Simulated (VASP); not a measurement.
Here is a VASP 6.6.1 calculation.

INCAR

```
  ALGO = Normal
  EDIFF = 1E-8
  ENCUT = 520
  GGA = PS
  IBRION = 8
  ISIF = 2
  ISMEAR = 0
  LASPH = True
  LCHARG = False
  LEPSILON = True
  LREAL = False
  LWAVE = False
  NELM = 60
  NSW = 1
  PREC = Accurate
  SIGMA = 0.01
```

KPOINTS

```
k-points
0
Gamma
  10 10 10
```

POSCAR

```
MgO
1.0
    0.0000000000      1.9665173969      1.9665173969
    1.9665173969      0.0000000000      1.9665173969
    1.9665173969      1.9665173969      0.0000000000
Mg O
1 1
Direct
    0.0000000000      0.0000000000      0.0000000000
    0.5000000000      0.5000000000      0.5000000000
```

Potentials or basis: VASP PAW PBE potentials, release 64 (Mg, O).

The run is started by

```bash
$ cat potpaw_PBE.64/Mg/POTCAR potpaw_PBE.64/O/POTCAR > POTCAR
$ mpirun -np 1 vasp_std > vasp.out
```

Task: What does it give for the electronic dielectric tensor (diagonal)?

Result: 2.97.

Task: What does it give for the Born charges (mean of the diagonal)?

Result: Mg +1.89; O -1.89 e.

Task: Estimate the highest phonon frequency at Γ, LO-TO splitting left out.

Result: 596 cm⁻¹.

Electronic dielectric tensor:
```
2.97 0.00 0.00
0.00 2.97 0.00
0.00 0.00 2.97
```

Caveat: the cell wasn't relaxed at this level first, which shifts response properties.
